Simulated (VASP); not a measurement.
Input of a VASP 6.6.1 run:

INCAR

```
SYSTEM = Tl
ALGO = Fast
EDIFF = 1E-6
ENCUT = 520
GGA = PE
ISIF = 2
ISMEAR = 0
LASPH = .True.
LCHARG = .False.
LREAL = .False.
LWAVE = .False.
NBANDS = 20
NELM = 80
PREC = Accurate
SIGMA = 0.1
```

The input KPOINTS:

```
k-points
0
Gamma
  15 15 8
  0 0 0
```

Contents of POSCAR:

```
Tl
1.0
    3.6124296590      0.0000000000      0.0000000000
   -1.8062148295      3.1284558541      0.0000000000
    0.0000000000      0.0000000000      5.5652678597
Tl
2
Direct
    0.3333333333      0.6666666667      0.7500000000
    0.6666666667      0.3333333333      0.2500000000
```

Potentials or basis: VASP PAW PBE potentials, release 64 (Tl_d).

Run with:

```console
$ cat potpaw_PBE.64/Tl_d/POTCAR > POTCAR
$ mpirun -np 1 vasp_std > vasp.out
```

Task: What does it give for the band gap on the k mesh?

Result: Zero (bands 13 and 14 overlap by 5.44 eV).

Task: Estimate the pressure.

Result: -0.1 GPa.

Caveat: spin-orbit coupling is left out, which moves the levels of the heavy elements.
